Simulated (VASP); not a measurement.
A run of VASP 6.6.1 is set up as follows.

INCAR

```
PREC = Accurate
ENCUT = 500
EDIFF = 1E-6
ISMEAR = 0
SIGMA = 0.15
LREAL = False
LASPH = True
NELM = 120
ALGO = Normal
ISIF = 2
LWAVE = False
LCHARG = True
GGA = CA
LELF = True
LVHAR = True
NBANDS = 17
GGA_COMPAT = False
```

The input KPOINTS:

```
Automatic mesh
0
Gamma
  12 12 12
```

File POSCAR:

```
SnTe
1.0
    0.0000000000      3.6111460000      3.6111460000
    3.6111460000      0.0000000000      3.6111460000
    3.6111460000      3.6111460000      0.0000000000
Sn Te
1 1
Direct
    0.0000000000      0.0000000000      0.0000000000
    0.7500000000      0.7500000000      0.7500000000
```

Potentials or basis: VASP PAW LDA potentials, release 64 (Sn_d, Te).

The run is started by

```bash
$ cat potpaw_LDA.64/Sn_d/POTCAR potpaw_LDA.64/Te/POTCAR > POTCAR
$ mpirun -np 1 vasp_std > vasp.out
```

(1) Estimate the pressure.

(2) Estimate the band gap on the k mesh.

## Answers

(1) -2.2 GPa.

(2) zero (filled and empty bands touch).

Caveat: semilocal functionals underestimate gaps, and a narrow one can read as zero; spin-orbit coupling is left out, which moves the levels of the heavy elements.
